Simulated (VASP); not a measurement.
CoSi16 (a cell with a defect): single point with r2SCAN

The system is CoSi16 (a cell with a defect).

```
Si Co
1.0
     0.00000    5.43000    5.43000
     5.43000    0.00000    5.43000
     5.43000    5.43000    0.00000
Si Co
16 1
Direct
  0.00081 0.99840 0.99960
  0.12492 0.12094 0.12856
  0.99607 0.00389 0.50388
  0.12321 0.12662 0.62666
  0.00028 0.49758 0.99754
  0.12691 0.62272 0.12277
  0.00075 0.49956 0.49845
  0.12484 0.62857 0.62095
  0.50072 0.99077 0.00743
  0.62520 0.12080 0.12856
  0.49588 0.00376 0.50389
  0.62080 0.12895 0.62905
  0.50398 0.49732 0.99747
  0.62869 0.62083 0.12095
  0.50059 0.50734 0.49090
  0.62512 0.62843 0.62094
  0.38060 0.36869 0.86886
```

* Program: VASP 6.6.1
* Task: single point
* Functional: r2SCAN
* Potentials or basis: VASP PAW PBE potentials, release 64 (Si, Co)
* Cutoff: 580 eV
* k mesh: 2 × 2 × 2
* Occupations: gaussian, width 0.02 eV
* Spin: collinear spin, ferromagnetic start
* Starting moments: [0.0, 0.0, 0.0, 0.0, 0.0, 0.0, 0.0, 0.0, 0.0, 0.0, 0.0, 0.0, 0.0, 0.0, 0.0, 0.0, 1.0] μB
* Dipole correction: no
* Further INCAR settings: ALGO = Normal; EDIFF = 1e-06; NBANDS = 54

* Pressure: 0.9 GPa
* Largest force: 0.012 eV/Å
* Net moment: -1.25 μB per cell
* Site moments: Si -0.01, -0.00, +0.00, -0.02, +0.01 (each value once); Co -1.26 μB
* Valence electrons inside the program's atomic spheres: Si 1.71, 1.70, 1.72 (each value once); Co 8.32

Forces in eV/Å, atoms in the order of the input:
```
Si  -0.001  0.001 -0.002
Si   0.000 -0.003  0.001
Si  -0.004 -0.002 -0.002
Si   0.001  0.000  0.000
Si  -0.006  0.002  0.000
Si   0.006  0.002  0.002
Si  -0.001 -0.002  0.001
Si   0.000  0.000 -0.003
Si   0.003 -0.011  0.003
Si   0.002  0.004  0.005
Si  -0.003  0.001  0.000
Si  -0.002 -0.001  0.000
Si   0.001 -0.001 -0.001
Si  -0.001 -0.001 -0.002
Si   0.001  0.005 -0.010
Si   0.002  0.004  0.004
Co   0.001  0.003  0.004
```

Stress tensor (GPa, compression positive):
```
 0.78  0.00  0.00
 0.00  0.89 -0.10
 0.00 -0.10  0.89
```

Levels at points of the mesh, in eV from the Fermi level:
Spin up:
```tsv
k point	band 32	band 33	band 34	band 35	band 36	band 37	band 38	band 39	band 40	band 41
(0.00, 0.00, 0.00)	-1.43	-0.60	-0.54	-0.49	-0.42	-0.07	0.10	0.54	0.57	0.60
(0.50, 0.00, 0.00)	-1.57	-1.57	-1.00	-0.80	-0.05	0.19	0.50	1.00	1.18	1.20
(0.00, 0.50, 0.00)	-1.59	-1.55	-0.95	-0.91	0.05	0.15	0.46	1.07	1.16	1.16
(0.00, 0.00, 0.50)	-1.59	-1.55	-0.95	-0.91	0.05	0.15	0.46	1.07	1.16	1.16
(0.50, 0.50, 0.50)	-1.57	-1.57	-1.00	-0.80	-0.05	0.19	0.51	1.00	1.18	1.20
(0.50, 0.50, 0.00)	-2.06	-1.73	-1.21	-1.05	-0.41	0.56	0.71	1.06	1.85	1.89
(0.00, 0.50, 0.50)	-2.06	-1.94	-1.08	-0.96	-0.53	0.66	0.69	1.01	1.85	1.86
(0.50, 0.00, 0.50)	-2.06	-1.73	-1.21	-1.05	-0.41	0.56	0.71	1.06	1.85	1.89
```
Spin down:
```csv
k point,band 34,band 35,band 36,band 37,band 38,band 39,band 40,band 41
"(0.00, 0.00, 0.00)",-0.94,-0.65,-0.62,-0.53,-0.53,0.28,0.33,0.47
"(0.50, 0.00, 0.00)",-1.42,-1.41,-0.93,-0.92,0.48,0.95,1.11,1.15
"(0.00, 0.50, 0.00)",-1.43,-1.36,-0.98,-0.93,0.43,1.02,1.11,1.12
"(0.00, 0.00, 0.50)",-1.43,-1.36,-0.98,-0.93,0.43,1.01,1.11,1.12
"(0.50, 0.50, 0.50)",-1.42,-1.41,-0.93,-0.92,0.48,0.95,1.12,1.15
"(0.50, 0.50, 0.00)",-2.06,-1.64,-1.63,-0.98,0.49,0.95,1.86,1.87
"(0.00, 0.50, 0.50)",-2.11,-1.63,-1.54,-1.14,0.49,0.93,1.86,1.86
"(0.50, 0.00, 0.50)",-2.06,-1.64,-1.63,-0.98,0.49,0.95,1.86,1.87
```

Wall time 73 min on 1 thread of Oxide Virtual Turin-like Processor, on a shared host, peak memory 0.85 GiB.

Caveat: the k points lie up to 0.50 Å⁻¹ apart; the PAW data sets were made with another functional, which shifts forces and pressure a little.
